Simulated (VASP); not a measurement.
FeO (Wuestite), 2 atoms in the cell. It takes space group Fm-3m (No. 225, cubic). Conventional cell: a = 4.311 Å, b = 4.311 Å, c = 4.311 Å, α = 90.00°, β = 90.00°, γ = 90.00°. Within 2.9 Å of Fe (site symmetry m-3m) lie 6 O at 2.16 Å. O (site symmetry m-3m) has 6 Fe at 2.16 Å within 2.9 Å. 

| Property | Result |
| --- | --- |
| Program | VASP 6.6.1 |
| Task | single point |
| Functional | PBE |
| Potentials or basis | VASP PAW PBE potentials, release 64 (Fe, O) |
| Cutoff | 520 eV |
| k mesh | 11 × 11 × 11 |
| Occupations | gaussian, width 0.013 eV |
| Spin | collinear spin, ferromagnetic start |
| Starting moments | [3.0, 0.0] μB |
| Dipole correction | no |
| Further INCAR settings | ALGO = Normal; EDIFF = 1e-06; NBANDS = 18 |

Potentials or basis: VASP PAW PBE potentials, release 64 (Fe, O).

Launch:

```console
$ cat potpaw_PBE.64/Fe/POTCAR potpaw_PBE.64/O/POTCAR > POTCAR
$ mpirun -np 1 vasp_std > vasp.out
```

Hardware: 1 thread of AMD EPYC 7R13, with other jobs on the host.

How long does it take, and how much memory?

Wall time 77 s on 1 thread of AMD EPYC 7R13, on a shared host, peak memory 0.14 GiB. Counts: scf iterations 15, k points 56.
